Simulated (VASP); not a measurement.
Here is a VASP 6.6.1 calculation.

INCAR

```
ALGO = Normal ; EDIFF = 1E-6
ENCUT = 520 ; ISIF = 2
ISMEAR = -1 ; LASPH = True
LCHARG = False ; LREAL = False
LWAVE = False ; NBANDS = 16
NELM = 100 ; PREC = Accurate
SIGMA = 0.08
```

Contents of KPOINTS:

```
k-points
0
Gamma
  9 9 6
```

The input POSCAR:

```
Te
1.0
    4.3977488370      0.0000000000      0.0000000000
   -2.1988744185      3.8085622123      0.0000000000
    0.0000000000      0.0000000000      5.8449226162
Te
3
Direct
    0.7450000000      0.0000000000      0.3333333333
    0.0000000000      0.7450000000      0.6666666667
    0.2550000000      0.2550000000      0.0000000000
```

Potentials or basis: VASP PAW LDA potentials, release 64 (Te).

The run is started by

```bash
$ cat potpaw_LDA.64/Te/POTCAR > POTCAR
$ mpirun -np 1 vasp_std > vasp.out
```

(1) Predict the pressure.

(2) Estimate the largest force.

Answers

(1) 2.1 GPa.

(2) 0.824 eV/Å.
